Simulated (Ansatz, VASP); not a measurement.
## HC12: VASP beside Ansatz

```xyz
26
Lattice="4.8893 0.0000 0.0000 -2.4446 6.7739 0.0000 0.0000 0.0000 22.7684" Properties=species:S:1:pos:R:3 pbc="T T T"
C     1.2223    2.0604    4.0000
C     0.0000    5.4473    4.0000
C     3.6669    2.0604    4.0000
C     2.4446    5.4473    4.0000
C     0.0000    2.2089    4.6899
C    -1.2223    5.5958    4.6899
C     2.4446    2.2089    4.6899
C     1.2223    5.5958    4.6899
C     0.0000    2.5015    6.0706
C    -1.2223    5.8884    6.0706
C     2.4446    2.5015    6.0706
C     1.2223    5.8884    6.0706
C     1.2223    2.6576    6.7406
C     0.0000    6.0446    6.7406
C     3.6669    2.6576    6.7406
C     2.4446    6.0446    6.7406
C     1.2223    3.0017    8.1764
C     0.0000    6.3887    8.1764
C     3.6669    3.0017    8.1764
C     2.4446    6.3887    8.1764
C     0.0000    3.1526    8.7684
C    -1.2223    6.5396    8.7684
C     2.4446    3.1526    8.7684
C     1.2223    6.5396    8.7684
H    -1.0219    5.9841   10.8184
H    -1.4228    7.0950   10.8184
```

Alike in both runs: task single point; functional LDA; k mesh 6 × 4 × 1; occupations gaussian, width 0.05 eV; no spin polarisation.

|  | VASP | Ansatz |
| --- | --- | --- |
| version | VASP 6.6.1 | Ansatz 0.2.0 |
| potentials or method | VASP PAW LDA potentials, release 64 (C, H), cutoff 520 eV | scalar-relativistic, plane waves, PAW |
| valence electrons in the cell | 98 | 98 |

```csv
,VASP,Ansatz,Ansatz less VASP
gap on the k mesh at the Fermi level (eV),none,none,-
rms of the force components (eV/Å),1.133,1.138,+0.0050
```

Ansatz warns that its potentials were made for another functional, while VASP's fit it. LDA's correlation is that of Perdew and Zunger in VASP and of Perdew and Wang (1992) in Ansatz. Atom by atom the forces differ by 0.023 eV/Å (rms over components). A gap of «none» marks a metal or a gap that the smearing closes.
